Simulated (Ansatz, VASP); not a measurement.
**C4F: VASP beside Ansatz**

```xyz
5
Lattice="2.3327 1.3468 3.5971 -2.3327 1.3468 3.5971 0.0000 -2.6935 3.5971" Properties=species:S:1:pos:R:3 pbc="T T T"
C     0.0000    1.3468    3.5971
C    -1.1663   -0.6734    3.5971
C     1.1663   -0.6734    3.5971
C     0.0000    0.0000    5.3956
F     0.0000    0.0000    0.0000
```

Alike in both runs: task single point; functional PBE; dispersion D3(BJ); k mesh 6 × 6 × 6; occupations gaussian, width 0.1 eV; no spin polarisation.

|  | VASP | Ansatz |
| --- | --- | --- |
| version | VASP 6.6.1 | Ansatz 0.2.0 |
| potentials or method | VASP PAW PBE potentials, release 64 (C, F), cutoff 600 eV | scalar-relativistic, plane waves, PAW |
| valence electrons in the cell | 23 | 23 |

```csv
,VASP,Ansatz,Ansatz less VASP
gap on the k mesh at the Fermi level (eV),none,none,-
pressure (GPa),-26.2,-26.1,+0.16
"traceless stress, the component that is largest in VASP (GPa)",-5.26,-5.27,-0.002
```

A gap of «none» marks a metal or a gap that the smearing closes.
